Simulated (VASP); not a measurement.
# LiRe3 (Fm-3m) in VASP: a series of runs, part 2 of 4

VASP 6.6.1.

## Step 3: Single point, PBE

This run uses another cell than the first one, of 13.47 Å³/atom, 1.029 times its volume.

Contents of INCAR:

```
SYSTEM = LiRe3
PREC = Accurate ; ENCUT = 520
EDIFF = 1E-6 ; ISMEAR = 1
SIGMA = 0.1 ; LREAL = .FALSE.
LASPH = .TRUE. ; NELM = 80
ALGO = Normal ; ISIF = 2
LWAVE = .FALSE. ; LCHARG = .FALSE.
GGA = PE ; NBANDS = 20
```

Contents of KPOINTS:

```
Automatic mesh
0
G
  7 7 7
  0 0 0
```

Contents of POSCAR:

```
LiRe3
1.0
    0.0000000000      2.9976130524      2.9976130524
    2.9976130524      0.0000000000      2.9976130524
    2.9976130524      2.9976130524      0.0000000000
Li Re
1 3
Direct
    0.0000000000      0.0000000000      0.0000000000
    0.7500000000      0.7500000000      0.7500000000
    0.2500000000      0.2500000000      0.2500000000
    0.5000000000      0.5000000000      0.5000000000
```

Potentials or basis: VASP PAW PBE potentials, release 64 (Li_sv, Re).

On the command line:

```
$ cat potpaw_PBE.64/Li_sv/POTCAR potpaw_PBE.64/Re/POTCAR > POTCAR
$ mpirun -np 1 vasp_std > vasp.out
```

OUTCAR:

```text
SYSTEM = LiRe3
   PREC = Accurate
   ENCUT = 520
   EDIFF = 1E-6
   ISMEAR = 1
   LREAL = .FALSE.
   LASPH = .TRUE.
   NELM = 80
   ISIF = 2
   GGA = PE

 ion  position               nearest neighbor table
   1  0.000  0.000  0.000-   2 2.60   2 2.60   2 2.60   2 2.60   3 2.60   3 2.60   3 2.60   3 2.60
                             4 3.00   4 3.00   4 3.00   4 3.00   4 3.00   4 3.00
   2  0.750  0.750  0.750-   4 2.60   4 2.60   4 2.60   1 2.60   4 2.60   1 2.60   1 2.60   1 2.60
                             3 3.00   3 3.00   3 3.00   3 3.00   3 3.00   3 3.00
   3  0.250  0.250  0.250-   1 2.60   1 2.60   1 2.60   1 2.60   4 2.60   4 2.60   4 2.60   4 2.60
                             2 3.00   2 3.00   2 3.00   2 3.00   2 3.00   2 3.00
   4  0.500  0.500  0.500-   3 2.60   3 2.60   3 2.60   2 2.60   3 2.60   2 2.60   2 2.60   2 2.60
                             1 3.00   1 3.00   1 3.00   1 3.00   1 3.00   1 3.00

  LATTYP: Found a face centered cubic cell.
 ALAT       =     5.9952261048

  Lattice vectors:

 A1 = (   0.0000000000,   2.9976130524,   2.9976130524)
 A2 = (   2.9976130524,   0.0000000000,   2.9976130524)
 A3 = (   2.9976130524,   2.9976130524,   0.0000000000)

Analysis of symmetry for initial positions (statically):
=====================================================================
 Subroutine PRICEL returns:
 Original cell was already a primitive cell.

 Routine SETGRP: Setting up the symmetry group for a
 face centered cubic supercell.

 Subroutine GETGRP returns: Found 48 space group operations
 (whereof 48 operations were pure point group operations)
 out of a pool of 48 trial point group operations.

The static configuration has the point symmetry O_h .

Analysis of symmetry for dynamics (positions and initial velocities):
=====================================================================
 Subroutine PRICEL returns:
 Original cell was already a primitive cell.

 Routine SETGRP: Setting up the symmetry group for a
 face centered cubic supercell.

 Subroutine GETGRP returns: Found 48 space group operations
 (whereof 48 operations were pure point group operations)
 out of a pool of 48 trial point group operations.

The dynamic configuration has the point symmetry O_h .

 Subroutine INISYM returns: Found 48 space group operations
 (whereof 48 operations are pure point group operations),
 and found     1 'primitive' translations

----------------------------------------------------------------------------------------

                                     Primitive cell

  volume of cell :      53.8712

  direct lattice vectors                    reciprocal lattice vectors
     0.000000000  2.997613052  2.997613052    -0.166799380  0.166799380  0.166799380
     2.997613052  0.000000000  2.997613052     0.166799380 -0.166799380  0.166799380
     2.997613052  2.997613052  0.000000000     0.166799380  0.166799380 -0.166799380

  length of vectors
     4.239265033  4.239265033  4.239265033     0.288905002  0.288905002  0.288905002

  position of ions in fractional coordinates (direct lattice)
     0.000000000  0.000000000  0.000000000
     0.750000000  0.750000000  0.750000000
     0.250000000  0.250000000  0.250000000
     0.500000000  0.500000000  0.500000000

  ion indices of the primitive-cell ions
   primitive index   ion index
                 1           1
                 2           2
                 3           3
[... 29 lines left out ...]
            Coordinates               Weight
  0.000000  0.000000  0.000000      1.000000
  0.142857  0.000000  0.000000      8.000000
  0.285714  0.000000  0.000000      8.000000
  0.428571  0.000000  0.000000      8.000000
  0.142857  0.142857  0.000000      6.000000
  0.285714  0.142857  0.000000     24.000000
[... 12 lines left out ...]
 -0.428571  0.428571  0.142857     24.000000
 -0.285714  0.428571  0.142857     24.000000
   k-points           NKPTS =     20   k-points in BZ     NKDIM =     20   number of bands    NBANDS=     20
   number of dos      NEDOS =    301   number of ions     NIONS =      4
   total plane-waves  NPLWV =  32768
   dimension x,y,z NGX =    32 NGY =   32 NGZ =   32
   dimension x,y,z NGXF=    64 NGYF=   64 NGZF=   64
   ions per type =               1   3
   NGX,Y,Z   is equivalent  to a cutoff of  12.55, 12.55, 12.55 a.u.
   NGXF,Y,Z  is equivalent  to a cutoff of  25.10, 25.10, 25.10 a.u.
 SYSTEM =  LiRe3
   PREC   = accura    normal or accurate (medium, high low for compatibility)
   ISTART =      0    job   : 0-new  1-cont  2-samecut
   ICHARG =      2    charge: 1-file 2-atom 10-const
   ISPIN  =      1    spin polarized calculation?
   LNONCOLLINEAR =      F non collinear calculations
   LSORBIT =      F    spin-orbit coupling
   LASPH  =      T    aspherical Exc in radial PAW
   ENCUT  =  520.0 eV  38.22 Ry    6.18 a.u.   7.88  7.88  7.88*2*pi/ulx,y,z
   NELM   =     80;   NELMIN=  2; NELMDL= -5     # of ELM steps
   EDIFF  = 0.1E-05   stopping-criterion for ELM
   LREAL  =      F    real-space projection
   EDIFFG = 0.1E-04   stopping-criterion for IOM
   NSW    =      0    number of steps for IOM
   IBRION =     -1    ionic relax: 0-MD 1-quasi-New 2-CG
   NFREE  =      0    steps in history (QN), initial steepest desc. (CG)
   ISIF   =      2    stress and relaxation
   ISYM   =      2    0-nonsym 1-usesym 2-fastsym
   POTIM  = 0.5000    time-step for ionic-motion
   TEBEG  =    0.0;   TEEND  =   0.0 temperature during run
   PSTRESS=    0.0 pullay stress
   NELECT =      24.0000    total number of electrons
   NUPDOWN=      -1.0000    fix difference up-down
   EMIN   =  10.00;   EMAX   =-10.00  energy-range for DOS
   EFERMI =   0.00;   METHOD = LEGACY
   ISMEAR =     1;   SIGMA  =   0.10  broadening in eV -4-tet -1-fermi 0-gaus
   EFERMI_NEDOS =   21; number of points for ismear=-14 and -15
   IALGO  =     38    algorithm
   IMIX   =      4    mixing-type and parameters
     AMIX     =   0.40;   BMIX     =  1.00
     AMIX_MAG =   1.60;   BMIX_MAG =  1.00
  volume/ion in A,a.u.               =      13.47        90.89
  Fermi-wavevector in a.u.,A,eV,Ry     =   1.250335  2.362790 21.270495  1.563337
  Thomas-Fermi vector in A             =   2.384334
   LORBIT       =      0    0 simple, 1 ext, 2 COOP (PROOUT), +10 PAW based schemes
   GGA     = PE    functional components
   LHFCALC =     F    Hartree Fock is set to
   AEXX    =    0.0000 exact exchange contribution
   IVDW    =     0    specifies the selected vdW correction
   LEPSILON=     F    determine dielectric tensor
   LRPA    =     F    only Hartree local field effects (RPA)
 non-spin polarized calculation
 Methfessel and Paxton  Order N= 1 SIGMA  =   0.10
  energy-cutoff  :      520.00
  volume of cell :       53.87
 maximum number of plane-waves:      1464
   NGX = 15   NGY = 15   NGZ = 15

 number of electron      24.0000006 magnetization

 Free energy of the ion-electron system (eV)
  ---------------------------------------------------
  ext. energy  EPLUGINS =         0.00000000
  ---------------------------------------------------
  free energy    TOTEN  =       -38.26752014 eV

  energy without entropy =      -38.26284183  energy(sigma->0) =      -38.26596071

 E-fermi :   7.2129     XC(G=0): -12.9165

 val. band max:        7.2110824188   @ k =  -0.4286   0.2857   0.0000
 cond. band min:       7.2474938792   @ k =  -0.2857   0.4286   0.1429
 fundamental gap:      0.0364114603
 Fermi energy:         7.2128597239

 k-point     1 :       0.0000    0.0000    0.0000
  band No.  band energies     occupation
      1     -37.6943      2.00000
      2      -1.9279      2.00000
      3       1.7220      2.00000
      4       1.7220      2.00000
      5       3.3461      2.00000
      6       3.3461      2.00000
[... 449 lines left out ...]
     19      11.3324      0.00000
     20      11.4643      0.00000

------------------------ aborting loop because EDIFF is reached ----------------------------------------

  FORCE on cell =-STRESS in cart. coord.  units (eV):
  Direction    XX          YY          ZZ          XY          YZ          ZX
  --------------------------------------------------------------------------------------
  -------------------------------------------------------------------------------------
  Total        4.2006422      4.2006422      4.2006422     -0.0000000     -0.0000000     -0.0000000
  in kB      124.9308127    124.9308127    124.9308127     -0.0000000     -0.0000000     -0.0000000
  external PRESSURE =     124.9308127 kB  Pullay stress =       0.0000000 kB

 VOLUME and BASIS-vectors are now :
 -----------------------------------------------------------------------------
  energy-cutoff  :      520.00
  volume of cell :       53.87
      direct lattice vectors                 reciprocal lattice vectors
     0.000000000  2.997613052  2.997613052    -0.166799380  0.166799380  0.166799380
     2.997613052  0.000000000  2.997613052     0.166799380 -0.166799380  0.166799380
     2.997613052  2.997613052  0.000000000     0.166799380  0.166799380 -0.166799380

 POSITION                                       TOTAL-FORCE (eV/Angst)
 -----------------------------------------------------------------------------------
      0.00000      0.00000      0.00000         0.000000      0.000000      0.000000
      4.49642      4.49642      4.49642        -0.000000     -0.000000     -0.000000
      1.49881      1.49881      1.49881         0.000000      0.000000      0.000000
      2.99761      2.99761      2.99761         0.000000      0.000000      0.000000
 -----------------------------------------------------------------------------------
    total drift:                               -0.000000     -0.000000      0.000000

  FREE ENERGIE OF THE ION-ELECTRON SYSTEM (eV)
  ---------------------------------------------------
  free  energy   TOTEN  =       -38.2675201434 eV

  energy  without entropy=      -38.2628418325  energy(sigma->0) =      -38.26596071
```

OSZICAR:

```text
N       E                     dE             d eps       ncg     rms          rms(c)
DAV:   1     0.922723015688E+02    0.92272E+02   -0.10554E+04  1528   0.149E+03
DAV:   2    -0.294395148022E+02   -0.12171E+03   -0.11167E+03  1536   0.458E+02
DAV:   3    -0.398342907362E+02   -0.10395E+02   -0.93270E+01  1416   0.231E+02
DAV:   4    -0.409286824772E+02   -0.10944E+01   -0.10617E+01  1508   0.381E+01
DAV:   5    -0.409922659723E+02   -0.63583E-01   -0.63220E-01  1376   0.668E+00    0.526E+01
DAV:   6    -0.387997976947E+02    0.21925E+01   -0.32566E+00  1524   0.376E+01    0.190E+01
DAV:   7    -0.383982041035E+02    0.40159E+00   -0.17391E+00  1576   0.279E+01    0.509E+00
DAV:   8    -0.382884871840E+02    0.10972E+00   -0.28277E-01  1592   0.130E+01    0.869E-01
DAV:   9    -0.382675226806E+02    0.20965E-01   -0.34242E-02  1288   0.131E+00    0.276E-01
DAV:  10    -0.382674396705E+02    0.83010E-04   -0.26872E-03  1560   0.866E-01    0.120E-01
DAV:  11    -0.382675011250E+02   -0.61454E-04   -0.12951E-04  1256   0.868E-02    0.631E-02
DAV:  12    -0.382675196819E+02   -0.18557E-04   -0.54168E-05  1524   0.109E-01    0.146E-02
DAV:  13    -0.382675201434E+02   -0.46157E-06   -0.12620E-06   748   0.322E-02
   1 F= -.38267520E+02 E0= -.38265961E+02  d E =-.467831E-02
```

Run time: 25 s. Hardware: 1 thread of Intel Xeon Platinum 8488C (Sapphire Rapids), shared host; peak memory 0.17 GiB.

What came out:

```
Free energy            : -38.2675 eV
Band gap on the k mesh : zero (band 12 reaches 9.12 eV, above the bottom of band 13 at 6.46 eV)
```

Caveat: the cutoff is under 1.25 times the usual one of these potentials, so pressure, stress and relaxed cells hold a basis-set (Pulay) error; spin-orbit coupling is left out, which moves the levels of the heavy elements.

[end of part 2 of 4]
